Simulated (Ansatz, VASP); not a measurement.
# Ag: VASP beside Ansatz

Contents of INCAR:

```
SYSTEM = Ag
ALGO = Fast
EDIFF = 1E-6
ENCUT = 520
GGA = PE
ISIF = 2
ISMEAR = 0
LASPH = .TRUE.
LCHARG = .TRUE.
LELF = .TRUE.
LREAL = .FALSE.
LVHAR = .TRUE.
LWAVE = .FALSE.
NBANDS = 12
NELM = 80
PREC = Accurate
SIGMA = 0.15
```

Contents of KPOINTS:

```
k-points
0
G
  20 20 20
  0 0 0
```

The input POSCAR:

```
Ag
1.0
   -1.6556540000      1.6866975125      1.6866975125
    1.6556540000     -1.6246104875      1.6246104875
    1.6556540000      1.6246104875     -1.6246104875
Ag
1
Direct
    0.0000000000      0.0000000000      0.0000000000
```

Input for Ansatz:

```yaml
crystal:
  lattice:
    - [-1.655654, 1.6866975125, 1.6866975125]
    - [1.655654, -1.6246104875, 1.6246104875]
    - [1.655654, 1.6246104875, -1.6246104875]
  atoms:
    - { symbol: Ag, position: [0.0, 0.0, 0.0] }
basis:
  ecutwfc: 420
kpoints:
  mp_grid: { grid: [20, 20, 20] }
hamiltonian:
  xc: pbe
scf:
  occupations: { method: gaussian, width: 0.15 }
output:
  forces: true
  stress: true
  eigenvalues: true
```

Change from the starting cell: strain +0.0375 x Voigt [0, 0, 0, 1, 0, 0], atoms carried along.

Alike in both runs: task single point; functional PBE; k mesh 20 × 20 × 20; occupations gaussian, width 0.15 eV; no spin polarisation.

|  | VASP | Ansatz |
| --- | --- | --- |
| version | VASP 6.6.1 | Ansatz 0.2.0 |
| potentials or method | VASP PAW PBE potentials, release 64 (Ag), cutoff 520 eV | scalar-relativistic, plane waves, PAW |
| valence electrons in the cell | 11 | 19 |

VASP gave:

| Quantity | Value |
| --- | --- |
| gap on the k mesh at the Fermi level (eV) | none |
| pressure (GPa) | -0.7 |
| traceless stress, the component that is largest in VASP (GPa) | -1.52 |

Estimate Ansatz's values.

gap on the k mesh at the Fermi level (eV): none; pressure (GPa): -0.6; traceless stress, the component that is largest in VASP (GPa): -1.52.

A gap of «none» marks a metal or a gap that the smearing closes. VASP's potentials hold 11 valence electrons a cell and Ansatz's 19, so a difference there can come from the potentials and not from the codes.
